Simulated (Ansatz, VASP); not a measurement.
Two plane-wave programs on WS2

Contents of INCAR:

```
ALGO     = Normal         # electronic algorithm
EDIFF    = 1E-8           # SCF threshold, eV
ENCUT    = 520            # plane-wave cutoff, eV
GGA      = PS             # functional
ISIF     = 2              # what is computed and relaxed
ISMEAR   = -1             # smearing method
LASPH    = T              # aspherical terms in the spheres
LCHARG   = F              # write CHGCAR
LEFG     = T            
LREAL    = F              # projectors in reciprocal space
LWAVE    = F              # write WAVECAR
NBANDS   = 20             # bands
NELM     = 60             # most SCF steps
PREC     = Accurate       # precision mode
SIGMA    = 0.05           # smearing width, eV
```

File KPOINTS:

```
k-points
0
Gamma
  11 11 11
```

POSCAR

```
WS2
1.0
    1.5790000000      0.9116360751      6.1633333333
   -1.5790000000      0.9116360751      6.1633333333
    0.0000000000     -1.8232721501      6.1633333333
W S
1 2
Direct
   -0.0675270000      0.0224730000      0.0224730000
    0.3172270000      0.2272270000      0.2272270000
    0.4190000000      0.4190000000      0.4190000000
```

Input for Ansatz:

```yaml
crystal:
  lattice:
    - [1.579, 0.9116360751, 6.1633333333]
    - [-1.579, 0.9116360751, 6.1633333333]
    - [0.0, -1.8232721501, 6.1633333333]
  atoms:
    - { symbol: W, position: [-0.067527, 0.022473, 0.022473] }
    - { symbol: S, position: [0.317227, 0.227227, 0.227227] }
    - { symbol: S, position: [0.419, 0.419, 0.419] }
kpoints:
  mp_grid: { grid: [11, 11, 11] }
scf:
  occupations: { method: fermi_dirac, width: 0.05 }
hamiltonian:
  xc: pbesol
  pseudopotentials: { kind: paw }
output:
  forces: true
  stress: true
  eigenvalues: true
  efg: { contact_densities: true }
  populations: true
  write_density: true
  write_potential: true
  elf: true
  volumetric_format: npy
```

Change from the starting cell: shortest bond scaled by 0.82, PAW files.

Alike in both runs: task electric field gradients; functional PBEsol; k mesh 11 × 11 × 11; occupations fermi-dirac, width 0.05 eV; no spin polarisation.

```csv
,VASP,Ansatz
version,VASP 6.6.1,Ansatz 0.2.0
potentials or method,"VASP PAW PBE potentials, release 64 (W_sv, S)","PAW with Ansatz's default frozen-core files, scalar-relativistic"
plane-wave cutoff (eV),520,420
valence electrons in the cell,26,26
```

|  | VASP | Ansatz | Ansatz less VASP |
| --- | --- | --- | --- |
| pressure (GPa) | 21.9 | 21.9 | -0.04 |
| traceless stress, the component that is largest in VASP (GPa) | 24.65 | 24.81 | +0.163 |
| rms of the force components (eV/Å) | 6.454 | 6.463 | +0.0085 |
| size of Vzz on the site where it differs most (V/Å²) | 323.2 | 330.3 | +7.10 |

VASP's potentials were made for PBE, not for PBEsol. Atom by atom the forces differ by 0.020 eV/Å (rms over components). With one functional, cell and mesh, what is left measures potentials, basis and numerics.

Neither program's run includes spin-orbit coupling.
